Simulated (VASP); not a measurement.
A run of VASP 6.6.1:

The input INCAR:

```
SYSTEM = InB2As3
PREC = Accurate
ENCUT = 520
EDIFF = 1E-6
ISMEAR = 0
SIGMA = 0.1
LREAL = .False.
LASPH = .True.
NELM = 60
ALGO = Normal
ISIF = 2
LWAVE = .False.
LCHARG = .False.
GGA = PE
NBANDS = 26
```

KPOINTS

```
regular mesh
0
Gamma
  6 6 4
  0 0 0
```

File POSCAR:

```
InB2As3
1.0
    4.8187892500      0.0000000000      0.0000000000
   -2.4093946300      4.1731939100      0.0000000000
    0.0000000000      0.0000000000      6.4362993700
In B As
1 2 3
Direct
    0.0000000000      0.0000000000      0.5000000000
    0.3333333300      0.6666666700      0.5000000000
    0.6666666700      0.3333333300      0.5000000000
    0.3333333300      0.6666666700      0.0000000000
    0.6666666700      0.3333333300      0.0000000000
    0.0000000000      0.0000000000      0.0000000000
```

Potentials or basis: VASP PAW PBE potentials, release 64 (In_d, B, As).

Run with:

```console
$ cat potpaw_PBE.64/In_d/POTCAR potpaw_PBE.64/B/POTCAR potpaw_PBE.64/As/POTCAR > POTCAR
$ mpirun -np 1 vasp_std > vasp.out
```

Hardware: 1 thread of Intel(R) Xeon(R) 6975P-C (Granite Rapids), with other jobs on the host.

Problem. Estimate the wall time of this run.

Solution. Wall time 33 s on 1 thread of Intel(R) Xeon(R) 6975P-C (Granite Rapids) (shared host), peak memory 0.27 GiB. Counts: scf iterations 13, k points 21.
